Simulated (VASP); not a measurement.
# CeO2 (Fm-3m) in VASP: further runs

The runs below take CeO2 through single point, with r2SCAN+D4, r2SCAN.

Program: VASP 6.6.1. These are calculated values, not measurements. Logs are shortened: lines on timing, memory, paths and dates and some standing lists are left out, and cuts for length are marked.

## (1) The cell of the first run

The structure is cubic, space group Fm-3m (No. 225). Conventional cell: a = 5.437 Å, b = 5.437 Å, c = 5.437 Å, α = 90.00°, β = 90.00°, γ = 90.00°. Within 3.1 Å of Ce (site symmetry m-3m) lie 8 O at 2.35 Å. Within 3.1 Å of O (site symmetry -43m) lie 4 Ce at 2.35 Å and 6 O at 2.72 Å.

## (2) Single point, r2SCAN+D4

File POSCAR:

```
CeO2
1.0
    0.0000000000      2.7186832862      2.7186832862
    2.7186832862      0.0000000000      2.7186832862
    2.7186832862      2.7186832862      0.0000000000
Ce O
1 2
Direct
    0.0000000000      0.0000000000      0.0000000000
    0.2500000000      0.2500000000      0.2500000000
    0.7500000000      0.7500000000      0.7500000000
```

File INCAR.step1:

```
SYSTEM = CeO2
PREC = Accurate ; ENCUT = 520
ISMEAR = 0 ; SIGMA = 0.05
LREAL = .FALSE. ; LASPH = .TRUE.
NELM = 100 ; NBANDS = 19
GGA = PE ; ALGO = Normal
EDIFF = 1E-4 ; LWAVE = .TRUE.
LCHARG = .FALSE.
```

File INCAR.step2:

```
SYSTEM = CeO2
PREC = Accurate ; ENCUT = 520
EDIFF = 1E-6 ; ISMEAR = 0
SIGMA = 0.05 ; LREAL = .FALSE.
LASPH = .TRUE. ; NELM = 100
ALGO = Normal ; ISIF = 2
LWAVE = .FALSE. ; LCHARG = .TRUE.
METAGGA = R2SCAN ; LMIXTAU = .TRUE.
IVDW = 13 ; VDW_S6 = 1.0
VDW_S8 = 0.6018749 ; VDW_A1 = 0.51559235
VDW_A2 = 5.77342911 ; LELF = .TRUE.
LVHAR = .TRUE. ; NBANDS = 19
ISTART = 1
```

File KPOINTS:

```
regular mesh
0
G
  8 8 8
  0 0 0
```

Potentials or basis: VASP PAW PBE potentials, release 64 (Ce, O).

The run is started by

```bash
cat potpaw_PBE.64/Ce/POTCAR potpaw_PBE.64/O/POTCAR > POTCAR
cp INCAR.step1 INCAR
mpirun -np 1 vasp_std > vasp.out
cp INCAR.step2 INCAR
mpirun -np 1 vasp_std > vasp.out
```

OUTCAR:

```text
SYSTEM = CeO2
   PREC = Accurate
   ENCUT = 520
   EDIFF = 1E-6
   ISMEAR = 0
   LREAL = .FALSE.
   LASPH = .TRUE.
   NELM = 100
   ISIF = 2
   METAGGA = R2SCAN
   IVDW = 13
   ISTART = 1

 ion  position               nearest neighbor table
   1  0.000  0.000  0.000-   3 2.35   3 2.35   3 2.35   2 2.35   2 2.35   2 2.35   3 2.35   2 2.35

   2  0.250  0.250  0.250-   1 2.35   1 2.35   1 2.35   1 2.35
   3  0.750  0.750  0.750-   1 2.35   1 2.35   1 2.35   1 2.35

  LATTYP: Found a face centered cubic cell.
 ALAT       =     5.4373665724

  Lattice vectors:

 A1 = (   0.0000000000,   2.7186832862,   2.7186832862)
 A2 = (   2.7186832862,   0.0000000000,   2.7186832862)
 A3 = (   2.7186832862,   2.7186832862,   0.0000000000)

Analysis of symmetry for initial positions (statically):
=====================================================================
 Subroutine PRICEL returns:
 Original cell was already a primitive cell.

 Routine SETGRP: Setting up the symmetry group for a
 face centered cubic supercell.

 Subroutine GETGRP returns: Found 48 space group operations
 (whereof 48 operations were pure point group operations)
 out of a pool of 48 trial point group operations.

The static configuration has the point symmetry O_h .

Analysis of symmetry for dynamics (positions and initial velocities):
=====================================================================
 Subroutine PRICEL returns:
 Original cell was already a primitive cell.

 Routine SETGRP: Setting up the symmetry group for a
 face centered cubic supercell.

 Subroutine GETGRP returns: Found 48 space group operations
 (whereof 48 operations were pure point group operations)
 out of a pool of 48 trial point group operations.

The dynamic configuration has the point symmetry O_h .

 Subroutine INISYM returns: Found 48 space group operations
 (whereof 48 operations are pure point group operations),
 and found     1 'primitive' translations

----------------------------------------------------------------------------------------

                                     Primitive cell

  volume of cell :      40.1889

  direct lattice vectors                    reciprocal lattice vectors
     0.000000000  2.718683286  2.718683286    -0.183912559  0.183912559  0.183912559
     2.718683286  0.000000000  2.718683286     0.183912559 -0.183912559  0.183912559
     2.718683286  2.718683286  0.000000000     0.183912559  0.183912559 -0.183912559

  length of vectors
     3.844798775  3.844798775  3.844798775     0.318545896  0.318545896  0.318545896

  position of ions in fractional coordinates (direct lattice)
     0.000000000  0.000000000  0.000000000
     0.250000000  0.250000000  0.250000000
     0.750000000  0.750000000  0.750000000

  ion indices of the primitive-cell ions
   primitive index   ion index
                 1           1
                 2           2
                 3           3

----------------------------------------------------------------------------------------

 KPOINTS: regular mesh

Automatic generation of k-mesh.
 Grid dimensions read from file:
 generate k-points for:    8    8    8

 Generating k-lattice:

  Cartesian coordinates                     Fractional coordinates (reciprocal lattice)
    -0.022989070  0.022989070  0.022989070     0.125000000  0.000000000  0.000000000
     0.022989070 -0.022989070  0.022989070     0.000000000  0.125000000  0.000000000
     0.022989070  0.022989070 -0.022989070     0.000000000  0.000000000  0.125000000

  Length of vectors
     0.039818237  0.039818237  0.039818237

  Shift w.r.t. Gamma in fractional coordinates (k-lattice)
     0.000000000  0.000000000  0.000000000

 Subroutine IBZKPT returns following result:
 ===========================================

 Found     29 irreducible k-points:

 Following reciprocal coordinates:
            Coordinates               Weight
  0.000000  0.000000  0.000000      1.000000
  0.125000  0.000000  0.000000      8.000000
  0.250000  0.000000  0.000000      8.000000
  0.375000  0.000000  0.000000      8.000000
  0.500000  0.000000  0.000000      4.000000
  0.125000  0.125000  0.000000      6.000000
[... 16 lines left out ...]
  0.500000  0.250000  0.125000     48.000000
 -0.375000  0.250000  0.125000     24.000000
 [... further k-points ...]
   k-points           NKPTS =     29   k-points in BZ     NKDIM =     29   number of bands    NBANDS=     19
   number of dos      NEDOS =    301   number of ions     NIONS =      3
   total plane-waves  NPLWV =  27000
   dimension x,y,z NGX =    30 NGY =   30 NGZ =   30
   dimension x,y,z NGXF=    60 NGYF=   60 NGZF=   60
   ions per type =               1   2
   NGX,Y,Z   is equivalent  to a cutoff of  12.97, 12.97, 12.97 a.u.
   NGXF,Y,Z  is equivalent  to a cutoff of  25.94, 25.94, 25.94 a.u.
 SYSTEM =  CeO2
   PREC   = accura    normal or accurate (medium, high low for compatibility)
   ISTART =      1    job   : 0-new  1-cont  2-samecut
   ICHARG =      0    charge: 1-file 2-atom 10-const
   ISPIN  =      1    spin polarized calculation?
   LNONCOLLINEAR =      F non collinear calculations
   LSORBIT =      F    spin-orbit coupling
   LASPH  =      T    aspherical Exc in radial PAW
   ENCUT  =  520.0 eV  38.22 Ry    6.18 a.u.   7.15  7.15  7.15*2*pi/ulx,y,z
   NELM   =    100;   NELMIN=  2; NELMDL=  0     # of ELM steps
   EDIFF  = 0.1E-05   stopping-criterion for ELM
   LREAL  =      F    real-space projection
   EDIFFG = 0.1E-04   stopping-criterion for IOM
   NSW    =      0    number of steps for IOM
   IBRION =     -1    ionic relax: 0-MD 1-quasi-New 2-CG
   NFREE  =      0    steps in history (QN), initial steepest desc. (CG)
   ISIF   =      2    stress and relaxation
   ISYM   =      2    0-nonsym 1-usesym 2-fastsym
   POTIM  = 0.5000    time-step for ionic-motion
   TEBEG  =    0.0;   TEEND  =   0.0 temperature during run
   PSTRESS=    0.0 pullay stress
   NELECT =      24.0000    total number of electrons
   NUPDOWN=      -1.0000    fix difference up-down
   EMIN   =  10.00;   EMAX   =-10.00  energy-range for DOS
   EFERMI =   0.00;   METHOD = LEGACY
   ISMEAR =     0;   SIGMA  =   0.05  broadening in eV -4-tet -1-fermi 0-gaus
   EFERMI_NEDOS =   21; number of points for ismear=-14 and -15
   IALGO  =     38    algorithm
   IMIX   =      4    mixing-type and parameters
     AMIX     =   0.40;   BMIX     =  1.00
     AMIX_MAG =   1.60;   BMIX_MAG =  1.00
  volume/ion in A,a.u.               =      13.40        90.40
  Fermi-wavevector in a.u.,A,eV,Ry     =   1.378616  2.605206 25.858987  1.900582
  Thomas-Fermi vector in A             =   2.503661
   LORBIT       =      0    0 simple, 1 ext, 2 COOP (PROOUT), +10 PAW based schemes
   METAGGA = R2SCAN    functional components
   LHFCALC =     F    Hartree Fock is set to
   AEXX    =    0.0000 exact exchange contribution
   IVDW    =    13    specifies the selected vdW correction
   LEPSILON=     F    determine dielectric tensor
   LRPA    =     F    only Hartree local field effects (RPA)
 non-spin polarized calculation
 Gauss-broadening in eV      SIGMA  =   0.05
  energy-cutoff  :      520.00
  volume of cell :       40.19
 maximum number of plane-waves:      1106
 NGX is ok and might be reduce to    30
   NGX = 15   NGY = 15   NGZ = 15

 number of electron      23.9999991 magnetization

 Free energy of the ion-electron system (eV)
  ---------------------------------------------------
  ext. energy  EPLUGINS =         0.00000000
  ---------------------------------------------------
  free energy    TOTEN  =       -54.03238561 eV

  energy without entropy =      -54.03238561  energy(sigma->0) =      -54.03238561

 E-fermi :   5.1910     XC(G=0): -11.9736

 val. band max:        4.9285728565   @ k =  -0.2500   0.2500   0.0000
 cond. band min:       7.0916647088   @ k =   0.5000   0.0000   0.0000
 fundamental gap:      2.1630918523
 Fermi energy:         5.1909989697

 k-point     1 :       0.0000    0.0000    0.0000
  band No.  band energies     occupation
      1     -28.6473      2.00000
      2     -12.3386      2.00000
      3     -11.4416      2.00000
      4     -10.2894      2.00000
      5     -10.2894      2.00000
      6     -10.2894      2.00000
[... 11 lines left out ...]
     18       8.0649      0.00000
     19       8.0649      0.00000

 k-point     2 :       0.1250    0.0000    0.0000
  band No.  band energies     occupation
      1     -28.6177      2.00000
      2     -12.8111      2.00000
      3     -11.5554      2.00000
      4     -10.3247      2.00000
      5     -10.3247      2.00000
      6      -9.7971      2.00000
[... 11 lines left out ...]
     18       7.9793      0.00000
     19       7.9793      0.00000

 k-point     3 :       0.2500    0.0000    0.0000
  band No.  band energies     occupation
      1     -28.5450      2.00000
      2     -13.5728      2.00000
      3     -11.8472      2.00000
      4     -10.4076      2.00000
      5     -10.4076      2.00000
      6      -8.9350      2.00000
[... 11 lines left out ...]
     18       7.8914      0.00000
     19       7.8914      0.00000

 k-point     4 :       0.3750    0.0000    0.0000
  band No.  band energies     occupation
      1     -28.4699      2.00000
      2     -14.1461      2.00000
      3     -12.1130      2.00000
      4     -10.4877      2.00000
      5     -10.4877      2.00000
      6      -8.2413      2.00000
[... 407 lines left out ...]
     18       7.7270      0.00000
     19       7.8656      0.00000

 k-point    23 :       0.5000    0.2500    0.1250
  band No.  band energies     occupation
      1     -28.4286      2.00000
      2     -14.0867      2.00000
      3     -13.0055      2.00000
      4     -10.6216      2.00000
      5      -9.5582      2.00000
      6      -8.4104      2.00000
[... 11 lines left out ...]
     18       7.7420      0.00000
     19       8.0100      0.00000

 k-point    24 :      -0.3750    0.2500    0.1250
  band No.  band energies     occupation
      1     -28.4031      2.00000
      2     -14.1428      2.00000
      3     -13.2596      2.00000
      4     -10.6620      2.00000
      5      -9.3713      2.00000
      6      -8.3429      2.00000
[... 11 lines left out ...]
     18       7.7438      0.00000
     19       8.0993      0.00000

 [... further k-points ...]

------------------------ aborting loop because EDIFF is reached ----------------------------------------

  DFT-D4 for vdW energy calculation

  Edisp (eV):   -0.27514

  FORCE on cell =-STRESS in cart. coord.  units (eV):
  Direction    XX          YY          ZZ          XY          YZ          ZX
  --------------------------------------------------------------------------------------
  -------------------------------------------------------------------------------------
  Total      -0.34845    -0.34845    -0.34845    -0.00000    -0.00000    -0.00000
  in kB     -13.89120   -13.89120   -13.89120    -0.00000    -0.00000    -0.00000
  external pressure =      -13.89 kB  Pullay stress =        0.00 kB

 VOLUME and BASIS-vectors are now :
 -----------------------------------------------------------------------------
  energy-cutoff  :      520.00
  volume of cell :       40.19
      direct lattice vectors                 reciprocal lattice vectors
     0.000000000  2.718683286  2.718683286    -0.183912559  0.183912559  0.183912559
     2.718683286  0.000000000  2.718683286     0.183912559 -0.183912559  0.183912559
     2.718683286  2.718683286  0.000000000     0.183912559  0.183912559 -0.183912559

 POSITION                                       TOTAL-FORCE (eV/Angst)
 -----------------------------------------------------------------------------------
      0.00000      0.00000      0.00000         0.000000     -0.000000     -0.000000
      1.35934      1.35934      1.35934         0.000000      0.000000      0.000000
      4.07802      4.07802      4.07802        -0.000000     -0.000000     -0.000000
 -----------------------------------------------------------------------------------
    total drift:                                0.000000     -0.000000      0.000000

  FREE ENERGIE OF THE ION-ELECTRON SYSTEM (eV)
  ---------------------------------------------------
  free  energy   TOTEN  =       -54.3075243188 eV

  energy  without entropy=      -54.3075243188  energy(sigma->0) =      -54.30752432
```

Run time: 3.8 min. Hardware: 1 thread of Intel Xeon Platinum 8375C at 2.90GHz (Ice Lake), shared host; peak memory 0.19 GiB.

Results:

| Property | Result |
| --- | --- |
| Free energy | -54.3075 eV |
| Pressure | -1.4 GPa |
| Band gap on the k mesh | 2.16 eV (least direct gap 2.29 eV) |
| Dispersion energy per atom | -0.092 eV |

Caveat: the PAW data sets were made with another functional, which shifts forces and pressure a little; spin-orbit coupling is left out, which moves the levels of the heavy elements. Spin polarisation is off, so any magnetic state and its effect on volume and gap are missing.

(Part 1 of 2 ends here.)
